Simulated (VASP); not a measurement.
A run of VASP 6.6.1 is set up as follows.

The input INCAR:

```
PREC = Accurate
ENCUT = 520
EDIFF = 1E-6
ISMEAR = 0
SIGMA = 0.1
LREAL = F
LASPH = T
NELM = 100
ALGO = Normal
ISIF = 2
LWAVE = F
LCHARG = F
LDIPOL = T
IDIPOL = 3
DIPOL = 0.5 0.5 0.500
NBANDS = 21
```

File KPOINTS:

```
regular mesh
0
Gamma
  12 12 1
```

Contents of POSCAR:

```
Ge
1.0
    4.1490000000      0.0000000000      0.0000000000
   -2.0745000000      3.5931394003      0.0000000000
    0.0000000000      0.0000000000     28.0000000000
Ge
2
Direct
    0.3333333333      0.6666666667      0.5127500000
    0.6666666667      0.3333333333      0.4872500000
```

Potentials or basis: VASP PAW LDA potentials, release 64 (Ge_d).

The run is started by

```console
$ cat potpaw_LDA.64/Ge_d/POTCAR > POTCAR
$ mpirun -np 1 vasp_std > vasp.out
```

(1) What does it give for the band gap on the k mesh?

(2) Estimate the largest force.

## Answers

(1) zero (filled and empty bands touch).

(2) 0.488 eV/Å.
